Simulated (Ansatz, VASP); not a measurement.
# BN: VASP beside Ansatz

```
B N
1.0
     0.00907    1.81300    1.81300
     1.82207    0.00000    1.82207
     1.81300    1.81300    0.00907
B N
1 1
Direct
  0.00000 0.00000 0.00000
  0.75000 0.75000 0.75000
```

Change from the starting cell: strain +0.0100 x Voigt [0, 0, 0, 0, 1, 0], atoms carried along.

Alike in both runs: task single point; functional r2SCAN; k mesh 12 × 12 × 12; occupations gaussian, width 0.05 eV; no spin polarisation.

```csv
,VASP,Ansatz
version,VASP 6.6.1,Ansatz 0.2.0
potentials or method,"VASP PAW PBE potentials, release 64 (B, N), cutoff 520 eV","scalar-relativistic, plane waves, PAW"
valence electrons in the cell,8,8
```

```csv
,VASP,Ansatz,Ansatz less VASP
gap on the k mesh at the Fermi level (eV),4.94,4.96,+0.020
least direct gap on the mesh (eV),9.33,9.36,+0.037
pressure (GPa),-4.0,-5.1,-1.07
"traceless stress, the component that is largest in VASP (GPa)",-4.54,-4.52,+0.029
```

VASP's potentials were made for PBE, not for r2SCAN.
